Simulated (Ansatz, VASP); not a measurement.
## Two plane-wave programs on TaN

```
CELL_PARAMETERS angstrom
2.07971 -2.08951 0.18784
2.07971 2.08951 0.18784
-0.29257 0.00000 3.20481
ATOMIC_POSITIONS crystal
Ta 0.00000 0.00000 0.50000
N 0.50000 0.50000 0.50000
```

Alike in both runs: functional PBE; k mesh 6 × 6 × 4; occupations gaussian, width 0.1 eV; no spin polarisation.

Ansatz relaxed the structure, and its values are those at the end. VASP's run is a single point on that final structure, the one shown.

|  | VASP | Ansatz |
| --- | --- | --- |
| version | VASP 6.6.1 | Ansatz 0.2.0 |
| potentials or method | VASP PAW PBE potentials, release 64 (Ta_sv_GW, N), cutoff 700 eV | scalar-relativistic, plane waves, PAW |
| valence electrons in the cell | 18 | 18 |

|  | VASP | Ansatz | Ansatz less VASP |
| --- | --- | --- | --- |
| gap on the k mesh at the Fermi level (eV) | none | none | - |
| pressure (GPa) | 0.0 | 0.1 | +0.10 |

A gap of «none» marks a metal or a gap that the smearing closes.

The k mesh is coarse, so the values compare programs but aren't converged. Neither program's run includes spin-orbit coupling.
